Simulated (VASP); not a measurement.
# BeS (F-43m) in VASP: notebook, part 2 of 2

VASP 6.6.1. Earlier steps stand in the parts before.

## Step 4: Single point, r2SCAN

This run uses another cell than the first one, of 14.42 Å³/atom.

POSCAR reads:

```
BeS
1.0
    0.0000000000      2.4340429224      2.4340429224
    2.4340429224      0.0000000000      2.4340429224
    2.4340429224      2.4340429224      0.0000000000
Be S
1 1
Direct
    0.0000000000      0.0000000000      0.0000000000
    0.2500000000      0.2500000000      0.2500000000
```

INCAR.step1 reads:

```
PREC = Accurate
ENCUT = 660
ISMEAR = 0
SIGMA = 0.02
LREAL = False
LASPH = True
NELM = 120
NBANDS = 11
GGA = PE
ALGO = Normal
EDIFF = 1E-5
LWAVE = True
LCHARG = False
GGA_COMPAT = False
```

INCAR.step2 reads:

```
PREC = Accurate
ENCUT = 660
EDIFF = 1E-6
ISMEAR = 0
SIGMA = 0.02
LREAL = False
LASPH = True
NELM = 120
ALGO = Normal
ISIF = 2
LWAVE = False
LCHARG = True
METAGGA = R2SCAN
LMIXTAU = True
LELF = True
LVHAR = True
NBANDS = 11
ISTART = 1
GGA_COMPAT = False
```

KPOINTS reads:

```
regular mesh
0
Gamma
  8 8 8
```

Potentials or basis: VASP PAW PBE potentials, release 64 (Be, S).

Run with:

```bash
> cat potpaw_PBE.64/Be/POTCAR potpaw_PBE.64/S/POTCAR > POTCAR
> cp INCAR.step1 INCAR
> mpirun -np 1 vasp_std > vasp.out
> cp INCAR.step2 INCAR
> mpirun -np 1 vasp_std > vasp.out
```

OUTCAR:

```text
PREC = Accurate
   ENCUT = 660
   EDIFF = 1E-6
   ISMEAR = 0
   LREAL = False
   LASPH = True
   NELM = 120
   ISIF = 2
   METAGGA = R2SCAN
   ISTART = 1

 ion  position               nearest neighbor table
   1  0.000  0.000  0.000-   2 2.11   2 2.11   2 2.11   2 2.11
   2  0.250  0.250  0.250-   1 2.11   1 2.11   1 2.11   1 2.11

  LATTYP: Found a face centered cubic cell.
 ALAT       =     4.8680858448

  Lattice vectors:

 A1 = (   0.0000000000,   2.4340429224,   2.4340429224)
 A2 = (   2.4340429224,   0.0000000000,   2.4340429224)
 A3 = (   2.4340429224,   2.4340429224,   0.0000000000)

Analysis of symmetry for initial positions (statically):
=====================================================================
 Subroutine PRICEL returns:
 Original cell was already a primitive cell.

 Routine SETGRP: Setting up the symmetry group for a
 face centered cubic supercell.

 Subroutine GETGRP returns: Found 24 space group operations
 (whereof 24 operations were pure point group operations)
 out of a pool of 48 trial point group operations.

The static configuration has the point symmetry T_d .

Analysis of symmetry for dynamics (positions and initial velocities):
=====================================================================
 Subroutine PRICEL returns:
 Original cell was already a primitive cell.

 Routine SETGRP: Setting up the symmetry group for a
 face centered cubic supercell.

 Subroutine GETGRP returns: Found 24 space group operations
 (whereof 24 operations were pure point group operations)
 out of a pool of 48 trial point group operations.

The dynamic configuration has the point symmetry T_d .

 Subroutine INISYM returns: Found 24 space group operations
 (whereof 24 operations are pure point group operations),
 and found     1 'primitive' translations

----------------------------------------------------------------------------------------

                                     Primitive cell

  volume of cell :      28.8413

  direct lattice vectors                    reciprocal lattice vectors
     0.000000000  2.434042922  2.434042922    -0.205419549  0.205419549  0.205419549
     2.434042922  0.000000000  2.434042922     0.205419549 -0.205419549  0.205419549
     2.434042922  2.434042922  0.000000000     0.205419549  0.205419549 -0.205419549

  length of vectors
     3.442256512  3.442256512  3.442256512     0.355797096  0.355797096  0.355797096

  position of ions in fractional coordinates (direct lattice)
     0.000000000  0.000000000  0.000000000
     0.250000000  0.250000000  0.250000000

  ion indices of the primitive-cell ions
   primitive index   ion index
                 1           1
                 2           2

----------------------------------------------------------------------------------------

 KPOINTS: regular mesh

Automatic generation of k-mesh.
 Grid dimensions read from file:
 generate k-points for:    8    8    8

 Generating k-lattice:

  Cartesian coordinates                     Fractional coordinates (reciprocal lattice)
    -0.025677444  0.025677444  0.025677444     0.125000000  0.000000000  0.000000000
     0.025677444 -0.025677444  0.025677444     0.000000000  0.125000000  0.000000000
     0.025677444  0.025677444 -0.025677444     0.000000000  0.000000000  0.125000000

  Length of vectors
     0.044474637  0.044474637  0.044474637

  Shift w.r.t. Gamma in fractional coordinates (k-lattice)
     0.000000000  0.000000000  0.000000000

 Subroutine IBZKPT returns following result:
 ===========================================

 Found     29 irreducible k-points:

 Following reciprocal coordinates:
            Coordinates               Weight
  0.000000  0.000000  0.000000      1.000000
  0.125000  0.000000  0.000000      8.000000
  0.250000  0.000000  0.000000      8.000000
  0.375000  0.000000  0.000000      8.000000
  0.500000  0.000000  0.000000      4.000000
  0.125000  0.125000  0.000000      6.000000
[... 16 lines left out ...]
  0.500000  0.250000  0.125000     48.000000
 -0.375000  0.250000  0.125000     24.000000
 [... further k-points ...]
   k-points           NKPTS =     29   k-points in BZ     NKDIM =     29   number of bands    NBANDS=     11
   number of dos      NEDOS =    301   number of ions     NIONS =      2
   total plane-waves  NPLWV =  27000
   dimension x,y,z NGX =    30 NGY =   30 NGZ =   30
   dimension x,y,z NGXF=    60 NGYF=   60 NGZF=   60
   ions per type =               1   1
   NGX,Y,Z   is equivalent  to a cutoff of  14.49, 14.49, 14.49 a.u.
   NGXF,Y,Z  is equivalent  to a cutoff of  28.98, 28.98, 28.98 a.u.
 SYSTEM =  unknown system
   PREC   = accura    normal or accurate (medium, high low for compatibility)
   ISTART =      1    job   : 0-new  1-cont  2-samecut
   ICHARG =      0    charge: 1-file 2-atom 10-const
   ISPIN  =      1    spin polarized calculation?
   LNONCOLLINEAR =      F non collinear calculations
   LSORBIT =      F    spin-orbit coupling
   LASPH  =      T    aspherical Exc in radial PAW
   ENCUT  =  660.0 eV  48.51 Ry    6.96 a.u.   7.21  7.21  7.21*2*pi/ulx,y,z
   NELM   =    120;   NELMIN=  2; NELMDL=  0     # of ELM steps
   EDIFF  = 0.1E-05   stopping-criterion for ELM
   LREAL  =      F    real-space projection
   EDIFFG = 0.1E-04   stopping-criterion for IOM
   NSW    =      0    number of steps for IOM
   IBRION =     -1    ionic relax: 0-MD 1-quasi-New 2-CG
   NFREE  =      0    steps in history (QN), initial steepest desc. (CG)
   ISIF   =      2    stress and relaxation
   ISYM   =      2    0-nonsym 1-usesym 2-fastsym
   POTIM  = 0.5000    time-step for ionic-motion
   TEBEG  =    0.0;   TEEND  =   0.0 temperature during run
   PSTRESS=    0.0 pullay stress
   NELECT =       8.0000    total number of electrons
   NUPDOWN=      -1.0000    fix difference up-down
   EMIN   =  10.00;   EMAX   =-10.00  energy-range for DOS
   EFERMI =   0.00;   METHOD = LEGACY
   ISMEAR =     0;   SIGMA  =   0.02  broadening in eV -4-tet -1-fermi 0-gaus
   EFERMI_NEDOS =   21; number of points for ismear=-14 and -15
   IALGO  =     38    algorithm
   IMIX   =      4    mixing-type and parameters
     AMIX     =   0.40;   BMIX     =  1.00
     AMIX_MAG =   1.60;   BMIX_MAG =  1.00
  volume/ion in A,a.u.               =      14.42        97.32
  Fermi-wavevector in a.u.,A,eV,Ry     =   1.067661  2.017586 15.509273  1.139899
  Thomas-Fermi vector in A             =   2.203284
   LORBIT       =      0    0 simple, 1 ext, 2 COOP (PROOUT), +10 PAW based schemes
   METAGGA = R2SCAN    functional components
   LHFCALC =     F    Hartree Fock is set to
   AEXX    =    0.0000 exact exchange contribution
   IVDW    =     0    specifies the selected vdW correction
   LEPSILON=     F    determine dielectric tensor
   LRPA    =     F    only Hartree local field effects (RPA)
 non-spin polarized calculation
 Gauss-broadening in eV      SIGMA  =   0.02
  energy-cutoff  :      660.00
  volume of cell :       28.84
 maximum number of plane-waves:      1124
 NGX is ok and might be reduce to    30
   NGX = 15   NGY = 15   NGZ = 15

 number of electron       8.0000001 magnetization

 Free energy of the ion-electron system (eV)
  ---------------------------------------------------
  ext. energy  EPLUGINS =         0.00000000
  ---------------------------------------------------
  free energy    TOTEN  =       -14.78723298 eV

  energy without entropy =      -14.78723298  energy(sigma->0) =      -14.78723298

 E-fermi :   3.9931     XC(G=0): -10.1349

 val. band max:        3.8517685258   @ k =   0.0000   0.0000   0.0000
 cond. band min:       7.4495319635   @ k =   0.5000   0.5000   0.0000
 fundamental gap:      3.5977634376
 Fermi energy:         3.9930791104

 k-point     1 :       0.0000    0.0000    0.0000
  band No.  band energies     occupation
      1     -10.3675      2.00000
      2       3.8518      2.00000
      3       3.8518      2.00000
      4       3.8518      2.00000
      5      10.1155      0.00000
      6      10.1155      0.00000
      7      10.1155      0.00000
      8      10.4394      0.00000
      9      17.2537      0.00000
     10      17.2537      0.00000
     11      19.6663      0.00000
[... 309 lines left out ...]
 k-point    24 :      -0.3750    0.2500    0.1250
  band No.  band energies     occupation
      1      -8.4382      2.00000
      2      -1.4875      2.00000
      3       1.0405      2.00000
      4       2.0045      2.00000
      5      10.4948      0.00000
      6      11.0406      0.00000
      7      13.6793      0.00000
      8      15.0550      0.00000
      9      16.1381      0.00000
     10      20.0413      0.00000
     11      20.7885      0.00000

 [... further k-points ...]
[... 5 lines left out ...]
  --------------------------------------------------------------------------------------
  -------------------------------------------------------------------------------------
  Total        0.0591642      0.0591642      0.0591642      0.0000000      0.0000000      0.0000000
  in kB        3.2866615      3.2866615      3.2866615      0.0000000      0.0000000      0.0000000
  external PRESSURE =       3.2866615 kB  Pullay stress =       0.0000000 kB

 VOLUME and BASIS-vectors are now :
 -----------------------------------------------------------------------------
  energy-cutoff  :      660.00
  volume of cell :       28.84
      direct lattice vectors                 reciprocal lattice vectors
     0.000000000  2.434042922  2.434042922    -0.205419549  0.205419549  0.205419549
     2.434042922  0.000000000  2.434042922     0.205419549 -0.205419549  0.205419549
     2.434042922  2.434042922  0.000000000     0.205419549  0.205419549 -0.205419549

 POSITION                                       TOTAL-FORCE (eV/Angst)
 -----------------------------------------------------------------------------------
      0.00000      0.00000      0.00000        -0.000000     -0.000000     -0.000000
      1.21702      1.21702      1.21702         0.000000      0.000000      0.000000
 -----------------------------------------------------------------------------------
    total drift:                                0.000000      0.000000      0.000000

  FREE ENERGIE OF THE ION-ELECTRON SYSTEM (eV)
  ---------------------------------------------------
  free  energy   TOTEN  =       -14.7872329814 eV

  energy  without entropy=      -14.7872329814  energy(sigma->0) =      -14.78723298
```

Wall time 74 s (1 thread of Intel Xeon 8259CL, shared host); peak memory 0.17 GiB.

Results:

```yaml
Free_energy: -14.7872 eV
Pressure: 0.3 GPa
Band_gap_on_the_k_mesh: 3.60 eV (least direct gap 6.26 eV)
```

Caveat: the PAW data sets were made with another functional, which shifts forces and pressure a little. A k mesh can miss the band edges.
